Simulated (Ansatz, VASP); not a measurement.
# BN in VASP and in Ansatz

```
CELL_PARAMETERS angstrom
0.00000 3.49532 2.16609
1.25163 0.00000 2.16609
1.25163 3.49532 0.00000
ATOMIC_POSITIONS crystal
N 0.66665 0.66665 0.33335
B 0.00005 0.00005 0.99995
```

Alike in both runs: task electric field gradients; functional PBE; k mesh 13 × 13 × 13; occupations fermi-dirac, width 0.05 eV; no spin polarisation.

|  | VASP | Ansatz |
| --- | --- | --- |
| version | VASP 6.6.1 | Ansatz 0.2.0 |
| potentials or method | VASP PAW PBE potentials, release 64 (N, B), cutoff 520 eV | all-electron PAW datasets made for the crystal |

|  | VASP | Ansatz | Ansatz less VASP |
| --- | --- | --- | --- |
| gap on the k mesh at the Fermi level (eV) | 3.90 | 3.90 | +0.001 |
| least direct gap on the mesh (eV) | 4.65 | 4.65 | -0.001 |
| pressure (GPa) | 3.3 | 3.2 | -0.10 |
| traceless stress, the component that is largest in VASP (GPa) | -1.70 | -1.45 | +0.246 |
| rms of the force components (eV/Å) | 0.006 | 0.006 | -0.0001 |
| size of Vzz on the site where it differs most (V/Å²) | 34.9 | 28.8 | -6.08 |

Atom by atom the forces differ by 0.000 eV/Å (rms over components). Ansatz ran all-electron here, and VASP with PAW potentials.
